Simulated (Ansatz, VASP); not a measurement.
**One calculation of Zn4SeO3, two programs**

```xyz
8
Lattice="3.4558 0.0000 0.0000 -1.7279 2.9928 0.0000 0.0000 0.0000 11.3805" Properties=species:S:1:pos:R:3 pbc="T T T"
Zn    1.7279    0.9976    1.1859
Zn    1.7279    0.9976    6.2308
Zn    0.0000    0.0000    3.7119
Zn    0.0000    0.0000    8.7554
Se    0.0000    0.0000   11.2818
O     1.7279    0.9976    3.1517
O     1.7279    0.9976    8.2463
O     0.0000    0.0000    5.7099
```

Change from the starting cell: species swapped into the InGa3N4 type (P3m1, No. 156).

Alike in both runs: functional PBE; k mesh 12 × 12 × 4; occupations gaussian, width 0.1 eV; no spin polarisation.

Ansatz relaxed the structure, and its values are those at the end. VASP's run is a single point on that final structure, the one shown.

|  | VASP | Ansatz |
| --- | --- | --- |
| version | VASP 6.6.1 | Ansatz 0.2.0 |
| potentials or method | VASP PAW PBE potentials, release 64 (Zn, Se, O), cutoff 520 eV | scalar-relativistic, plane waves, PAW |
| valence electrons in the cell | 72 | 82 |

|  | VASP | Ansatz | Ansatz less VASP |
| --- | --- | --- | --- |
| gap on the k mesh at the Fermi level (eV) | none | none | - |
| pressure (GPa) | 0.6 | 0.0 | -0.55 |
| rms of the force components (eV/Å) | 0.016 | 0.001 | -0.0154 |

A gap of «none» marks a metal or a gap that the smearing closes. The functional is the same, so the differences come from potentials, cutoffs and numerics. VASP's potentials hold 72 valence electrons a cell and Ansatz's 82, so a difference there can come from the potentials and not from the codes.
